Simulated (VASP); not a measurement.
# TiC (Fm-3m) in VASP: a series of runs

TiC is run at these levels: LDA; tasks: single point.

Program: VASP 6.6.1. These are calculated values, not measurements. Logs are shortened: lines on timing, memory, paths and dates and some standing lists are left out, and cuts for length are marked.

## Step 1: The cell of the first run

Symmetry: Fm-3m, No. 225, cubic system. Conventional cell: a = 4.261 Å, b = 4.261 Å, c = 4.261 Å, α = 90.00°, β = 90.00°, γ = 90.00°. Within 2.8 Å of Ti (site symmetry m-3m) lie 6 C at 2.13 Å. C (site symmetry m-3m) has 6 Ti at 2.13 Å within 2.8 Å.

## Step 2: Single point, LDA

INCAR reads:

```
SYSTEM = TiC
  ALGO = Normal
  EDIFF = 1E-6
  ENCUT = 600
  GGA = CA
  GGA_COMPAT = .False.
  ISIF = 2
  ISMEAR = 0
  LASPH = .True.
  LCHARG = .True.
  LELF = .True.
  LREAL = .False.
  LVHAR = .True.
  LWAVE = .False.
  NBANDS = 15
  NELM = 120
  PREC = Accurate
  SIGMA = 0.1
```

KPOINTS reads:

```
k-points
0
Gamma
  8 8 8
  0 0 0
```

POSCAR reads:

```
TiC
1.0
    0.0000000000      2.1303899824      2.1303899824
    2.1303899824      0.0000000000      2.1303899824
    2.1303899824      2.1303899824      0.0000000000
Ti C
1 1
Direct
    0.0000000000      0.0000000000      0.0000000000
    0.5000000000      0.5000000000      0.5000000000
```

Potentials or basis: VASP PAW LDA potentials, release 64 (Ti_sv, C).

On the command line:

```
$ cat potpaw_LDA.64/Ti_sv/POTCAR potpaw_LDA.64/C/POTCAR > POTCAR
$ mpirun -np 1 vasp_std > vasp.out
```

OUTCAR:

```text
SYSTEM = TiC
   EDIFF = 1E-6
   ENCUT = 600
   GGA = CA
   ISIF = 2
   ISMEAR = 0
   LASPH = .True.
   LREAL = .False.
   NELM = 120
   PREC = Accurate

 ion  position               nearest neighbor table
   1  0.000  0.000  0.000-   2 2.13   2 2.13   2 2.13   2 2.13   2 2.13   2 2.13
   2  0.500  0.500  0.500-   1 2.13   1 2.13   1 2.13   1 2.13   1 2.13   1 2.13

  LATTYP: Found a face centered cubic cell.
 ALAT       =     4.2607799648

  Lattice vectors:

 A1 = (   0.0000000000,   2.1303899824,   2.1303899824)
 A2 = (   2.1303899824,   0.0000000000,   2.1303899824)
 A3 = (   2.1303899824,   2.1303899824,   0.0000000000)

Analysis of symmetry for initial positions (statically):
=====================================================================
 Subroutine PRICEL returns:
 Original cell was already a primitive cell.

 Routine SETGRP: Setting up the symmetry group for a
 face centered cubic supercell.

 Subroutine GETGRP returns: Found 48 space group operations
 (whereof 48 operations were pure point group operations)
 out of a pool of 48 trial point group operations.

The static configuration has the point symmetry O_h .

Analysis of symmetry for dynamics (positions and initial velocities):
=====================================================================
 Subroutine PRICEL returns:
 Original cell was already a primitive cell.

 Routine SETGRP: Setting up the symmetry group for a
 face centered cubic supercell.

 Subroutine GETGRP returns: Found 48 space group operations
 (whereof 48 operations were pure point group operations)
 out of a pool of 48 trial point group operations.

The dynamic configuration has the point symmetry O_h .

 Subroutine INISYM returns: Found 48 space group operations
 (whereof 48 operations are pure point group operations),
 and found     1 'primitive' translations

----------------------------------------------------------------------------------------

                                     Primitive cell

  volume of cell :      19.3378

  direct lattice vectors                    reciprocal lattice vectors
     0.000000000  2.130389982  2.130389982    -0.234698813  0.234698813  0.234698813
     2.130389982  0.000000000  2.130389982     0.234698813 -0.234698813  0.234698813
     2.130389982  2.130389982  0.000000000     0.234698813  0.234698813 -0.234698813

  length of vectors
     3.012826406  3.012826406  3.012826406     0.406510269  0.406510269  0.406510269

  position of ions in fractional coordinates (direct lattice)
[... 90 lines left out ...]
   NELECT =      16.0000    total number of electrons
   NUPDOWN=      -1.0000    fix difference up-down
   EMIN   =  10.00;   EMAX   =-10.00  energy-range for DOS
   EFERMI =   0.00;   METHOD = LEGACY
   ISMEAR =     0;   SIGMA  =   0.10  broadening in eV -4-tet -1-fermi 0-gaus
   EFERMI_NEDOS =   21; number of points for ismear=-14 and -15
   IALGO  =     38    algorithm
   IMIX   =      4    mixing-type and parameters
     AMIX     =   0.40;   BMIX     =  1.00
     AMIX_MAG =   1.60;   BMIX_MAG =  1.00
  volume/ion in A,a.u.               =       9.67        65.25
  Fermi-wavevector in a.u.,A,eV,Ry     =   1.536900  2.904321 32.137815  2.362063
  Thomas-Fermi vector in A             =   2.643484
   LORBIT       =      0    0 simple, 1 ext, 2 COOP (PROOUT), +10 PAW based schemes
   GGA     = CA    functional components
   LHFCALC =     F    Hartree Fock is set to
   AEXX    =    0.0000 exact exchange contribution
   IVDW    =     0    specifies the selected vdW correction
   LEPSILON=     F    determine dielectric tensor
   LRPA    =     F    only Hartree local field effects (RPA)
 non-spin polarized calculation
 Gauss-broadening in eV      SIGMA  =   0.10
  energy-cutoff  :      600.00
  volume of cell :       19.34
 maximum number of plane-waves:       660
   NGX = 13   NGY = 13   NGZ = 13

 number of electron      16.0000003 magnetization

 Free energy of the ion-electron system (eV)
  ---------------------------------------------------
  ext. energy  EPLUGINS =         0.00000000
  ---------------------------------------------------
  free energy    TOTEN  =       -20.53787849 eV

  energy without entropy =      -20.53616885  energy(sigma->0) =      -20.53702367

 E-fermi :   9.7781     XC(G=0): -13.2316

 val. band max:        9.6148496878   @ k =   0.3750   0.3750   0.0000
 cond. band min:       9.7854521284   @ k =   0.1250   0.1250   0.0000
 fundamental gap:      0.1706024406
 Fermi energy:         9.7780684184

 k-point     1 :       0.0000    0.0000    0.0000
  band No.  band energies     occupation
      1     -45.9121      2.00000
      2     -22.2886      2.00000
      3     -22.2886      2.00000
      4     -22.2886      2.00000
      5      -2.6039      2.00000
      6      10.4737      0.00000
      7      10.4737      0.00000
      8      10.4737      0.00000
      9      11.5825      0.00000
     10      11.5825      0.00000
     11      11.5825      0.00000
     12      11.6457      0.00000
     13      11.6457      0.00000
     14      21.1785      0.00000
[... 401 lines left out ...]
      2     -22.8118      2.00000
      3     -22.5074      2.00000
      4     -22.4000      2.00000
      5       0.7642      2.00000
      6       4.8229      2.00000
      7       6.7345      2.00000
      8       7.2152      2.00000
      9      12.5722      0.00000
     10      12.7230      0.00000
     11      13.8435      0.00000
     12      16.7094      0.00000
     13      17.0686      0.00000
     14      21.2231      0.00000
     15      24.5626      0.00000

 [... further k-points ...]

------------------------ aborting loop because EDIFF is reached ----------------------------------------

  FORCE on cell =-STRESS in cart. coord.  units (eV):
  Direction    XX          YY          ZZ          XY          YZ          ZX
  --------------------------------------------------------------------------------------
  -------------------------------------------------------------------------------------
  Total        0.0743096      0.0743096      0.0743096     -0.0000000      0.0000000     -0.0000000
  in kB        6.1566993      6.1566993      6.1566993     -0.0000000      0.0000000     -0.0000000
  external PRESSURE =       6.1566993 kB  Pullay stress =       0.0000000 kB

 VOLUME and BASIS-vectors are now :
 -----------------------------------------------------------------------------
  energy-cutoff  :      600.00
  volume of cell :       19.34
      direct lattice vectors                 reciprocal lattice vectors
     0.000000000  2.130389982  2.130389982    -0.234698813  0.234698813  0.234698813
     2.130389982  0.000000000  2.130389982     0.234698813 -0.234698813  0.234698813
     2.130389982  2.130389982  0.000000000     0.234698813  0.234698813 -0.234698813

 POSITION                                       TOTAL-FORCE (eV/Angst)
 -----------------------------------------------------------------------------------
      0.00000      0.00000      0.00000         0.000000     -0.000000      0.000000
      2.13039      2.13039      2.13039        -0.000000      0.000000     -0.000000
 -----------------------------------------------------------------------------------
    total drift:                                0.000000     -0.000000     -0.000000

  FREE ENERGIE OF THE ION-ELECTRON SYSTEM (eV)
  ---------------------------------------------------
  free  energy   TOTEN  =       -20.5378784916 eV

  energy  without entropy=      -20.5361688501  energy(sigma->0) =      -20.53702367
```

It took 5.1 s on 1 thread of Intel Xeon Platinum 8488C (Sapphire Rapids), shared host; peak memory 0.13 GiB.

Results:

```
Free energy            : -20.5379 eV
Pressure               : 0.6 GPa
Band gap on the k mesh : zero (bands 8 and 9 overlap by 1.06 eV)
```

## Step 3: Single point, LDA (8.80 Å³/atom)

This run uses another cell than the first one, of 8.80 Å³/atom.

INCAR reads:

```
ALGO = Normal
EDIFF = 1E-6
ENCUT = 600
GGA = CA
GGA_COMPAT = False
ISIF = 2
ISMEAR = 0
LASPH = True
LCHARG = False
LREAL = False
LWAVE = False
NBANDS = 15
NELM = 120
PREC = Accurate
SIGMA = 0.1
```

KPOINTS reads:

```
k-points
0
Gamma
  16 16 16
```

POSCAR reads:

```
TiC
1.0
    0.0000000000      2.0644589040      2.0644589040
    2.0644589040      0.0000000000      2.0644589040
    2.0644589040      2.0644589040      0.0000000000
Ti C
1 1
Direct
    0.0000000000      0.0000000000      0.0000000000
    0.5000000000      0.5000000000      0.5000000000
```

Potentials or basis: VASP PAW LDA potentials, release 64 (Ti_sv, C).

On the command line:

```
$ cat potpaw_LDA.64/Ti_sv/POTCAR potpaw_LDA.64/C/POTCAR > POTCAR
$ mpirun -np 1 vasp_std > vasp.out
```

Run time: 19 s. Hardware: 1 thread of Intel Xeon Platinum 8488C (Sapphire Rapids), shared host; peak memory 0.16 GiB.

It converged, with:

| Property | Result |
| --- | --- |
| Free energy | -20.3696 eV |
| Pressure | 32.6 GPa |
| Band gap on the k mesh | zero (bands 8 and 9 overlap by 1.10 eV) |

Levels at points of the mesh, in eV from the Fermi level:
```
           k point  band 4  band 5  band 6  band 7  band 8  band 9  band 10  band 11  band 12  band 13
(0.00, 0.00, 0.00)  -31.77  -12.83    0.68    0.68    0.68    1.89     1.89     1.89     2.04     2.04
(0.50, 0.00, 0.00)  -31.85   -8.54   -6.49   -3.38   -3.38    3.48     3.48     4.96     9.12     9.65
(0.50, 0.50, 0.00)  -32.06  -10.52   -3.38   -2.14    0.16    0.16     3.29     4.24     4.24     7.36
```

Caveat: the cell stands under pressure.

## Step 4: Single point, LDA (9.09 Å³/atom)

This run uses another cell than the first one, of 9.09 Å³/atom.

INCAR reads:

```
SYSTEM = TiC
ALGO = Normal
EDIFF = 1E-6
ENCUT = 600
GGA = CA
GGA_COMPAT = .False.
ISIF = 2
ISMEAR = 0
LASPH = .True.
LCHARG = .False.
LREAL = .False.
LWAVE = .False.
NBANDS = 15
NELM = 120
PREC = Accurate
SIGMA = 0.1
```

KPOINTS reads:

```
k-points
0
Gamma
  16 16 16
  0 0 0
```

POSCAR reads:

```
TiC
1.0
    0.0000000000      2.0869004329      2.0869004329
    2.0869004329      0.0000000000      2.0869004329
    2.0869004329      2.0869004329      0.0000000000
Ti C
1 1
Direct
    0.0000000000      0.0000000000      0.0000000000
    0.5000000000      0.5000000000      0.5000000000
```

On the command line:

```
$ cat potpaw_LDA.64/Ti_sv/POTCAR potpaw_LDA.64/C/POTCAR > POTCAR
$ mpirun -np 1 vasp_std > vasp.out
```

Run time: 20 s. Hardware: 1 thread of Intel Xeon Platinum 8488C (Sapphire Rapids), shared host; peak memory 0.17 GiB.

Results (log left out):

```yaml
Free_energy: -20.4659 eV
Pressure: 20.4 GPa
Band_gap_on_the_k_mesh: zero (bands 8 and 9 overlap by 1.09 eV)
```

Levels at points of the mesh, in eV from the Fermi level:
```
           k point  band 6  band 7  band 8  band 9  band 10  band 11
(0.00, 0.00, 0.00)    0.67    0.67    0.67    1.85     1.85     1.85
(0.50, 0.00, 0.00)   -6.33   -3.26   -3.26    3.34     3.34     4.75
(0.50, 0.50, 0.00)   -3.39   -2.02    0.12    0.12     3.16     4.06
```

Caveat: the cell stands under pressure.

## Step 5: Single point, LDA (9.38 Å³/atom)

This run uses another cell than the first one, of 9.38 Å³/atom.

INCAR reads:

```
SYSTEM = TiC
  ALGO = Normal
  EDIFF = 1E-6
  ENCUT = 600
  GGA = CA
  GGA_COMPAT = .FALSE.
  ISIF = 2
  ISMEAR = 0
  LASPH = .TRUE.
  LCHARG = .FALSE.
  LREAL = .FALSE.
  LWAVE = .FALSE.
  NBANDS = 15
  NELM = 120
  PREC = Accurate
  SIGMA = 0.1
```

KPOINTS reads:

```
k-points
0
G
  16 16 16
  0 0 0
```

POSCAR reads:

```
TiC
1.0
    0.0000000000      2.1088694203      2.1088694203
    2.1088694203      0.0000000000      2.1088694203
    2.1088694203      2.1088694203      0.0000000000
Ti C
1 1
Direct
    0.0000000000      0.0000000000      0.0000000000
    0.5000000000      0.5000000000      0.5000000000
```

On the command line:

```
$ cat potpaw_LDA.64/Ti_sv/POTCAR potpaw_LDA.64/C/POTCAR > POTCAR
$ mpirun -np 1 vasp_std > vasp.out
```

Wall time 20 s (1 thread of Intel Xeon Platinum 8488C (Sapphire Rapids), shared host); peak memory 0.16 GiB.

The run converged. Its results:

```yaml
Free_energy: -20.5208 eV
Pressure: 9.8 GPa
Band_gap_on_the_k_mesh: zero (bands 8 and 9 overlap by 1.08 eV)
```

Levels at points of the mesh, in eV from the Fermi level:
```
           k point  band 4  band 5  band 6  band 7  band 8  band 9  band 10  band 11  band 12  band 13
(0.00, 0.00, 0.00)  -31.99  -12.55    0.67    0.67    0.67    1.81     1.81     1.81     1.90     1.90
(0.50, 0.00, 0.00)  -32.06   -8.62   -6.18   -3.15   -3.15    3.21     3.21     4.55     8.75     8.97
(0.50, 0.50, 0.00)  -32.23  -10.23   -3.39   -1.91    0.08    0.08     3.03     3.89     3.89     6.68
```

Caveat: the cell stands under pressure.

## Step 6: Overview

```csv
cell,k mesh,gap on the mesh (eV),pressure (GPa)
"a = 3.013 Å, angles 60.0°, 2 atoms",8 × 8 × 8,none,0.6
"a = 2.920 Å, angles 60.0°, 2 atoms",16 × 16 × 16,none,32.6
"a = 2.951 Å, angles 60.0°, 2 atoms",16 × 16 × 16,none,20.4
"a = 2.982 Å, angles 60.0°, 2 atoms",16 × 16 × 16,none,9.8
```

Alike in all rows: task single point; level LDA; potentials or basis VASP PAW LDA potentials, release 64 (Ti_sv, C); no spin polarisation; cutoff (eV) 600; smearing gaussian 0.1 eV.

Caveats: the cell stands under pressure (at least some runs).

Absolute energies hang on the potentials; compare differences alone.
